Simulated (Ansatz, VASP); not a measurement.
NiO2: VASP beside Ansatz

```
CELL_PARAMETERS angstrom
2.93078 0.00000 0.00000
-1.46539 2.53813 0.00000
0.00000 0.00000 4.13394
ATOMIC_POSITIONS crystal
Ni 0.00000 0.00000 0.50000
O 0.66667 0.33333 0.70390
O 0.33333 0.66667 0.29610
```

Alike in both runs: task single point; functional r2SCAN; k mesh 12 × 12 × 8; occupations gaussian, width 0.05 eV; no spin polarisation.

```csv
,VASP,Ansatz
version,VASP 6.6.1,Ansatz 0.2.0
potentials or method,"VASP PAW PBE potentials, release 64 (Ni, O), cutoff 520 eV","scalar-relativistic, plane waves, PAW"
valence electrons in the cell,22,30
```

|  | VASP | Ansatz | Ansatz less VASP |
| --- | --- | --- | --- |
| gap on the k mesh at the Fermi level (eV) | 0.88 | 0.96 | +0.085 |
| least direct gap on the mesh (eV) | 1.04 | 1.13 | +0.083 |
| pressure (GPa) | -8.6 | -9.8 | -1.29 |
| traceless stress, the component that is largest in VASP (GPa) | 14.87 | 15.79 | +0.916 |
| rms of the force components (eV/Å) | 0.305 | 0.268 | -0.0367 |

VASP's potentials were made for PBE, not for r2SCAN. Atom by atom the forces differ by 0.037 eV/Å (rms over components). VASP's potentials hold 22 valence electrons a cell and Ansatz's 30, so a difference there can come from the potentials and not from the codes.
